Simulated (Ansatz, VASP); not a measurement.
BN: VASP beside Ansatz

```xyz
4
Lattice="2.4680 0.0000 0.0000 -1.2340 2.1374 0.0000 0.0000 0.0000 6.7607" Properties=species:S:1:pos:R:3 pbc="T T T"
B     0.0000    1.4249    1.6902
B     1.2340    0.7125    5.0705
N     0.0000    1.4249    5.0705
N     1.2340    0.7125    1.6902
```

Alike in both runs: task single point; functional LDA; k mesh 12 × 12 × 4; occupations gaussian, width 0.05 eV; no spin polarisation.

|  | VASP | Ansatz |
| --- | --- | --- |
| version | VASP 6.6.1 | Ansatz 0.2.0 |
| potentials or method | VASP PAW LDA potentials, release 64 (B, N), cutoff 520 eV | scalar-relativistic, plane waves, PAW |
| valence electrons in the cell | 16 | 16 |

VASP gave:

* gap on the k mesh at the Fermi level (eV): 4.17
* least direct gap on the mesh (eV): 4.61
* pressure (GPa): 6.5
* traceless stress, the component that is largest in VASP (GPa): -7.54

Task: Which values does Ansatz return?

Result: gap on the k mesh at the Fermi level (eV): 4.18; least direct gap on the mesh (eV): 4.61; pressure (GPa): 5.9; traceless stress, the component that is largest in VASP (GPa): -6.74.

Ansatz warns that its potentials were made for another functional, while VASP's fit it. LDA's correlation is that of Perdew and Zunger in VASP and of Perdew and Wang (1992) in Ansatz.
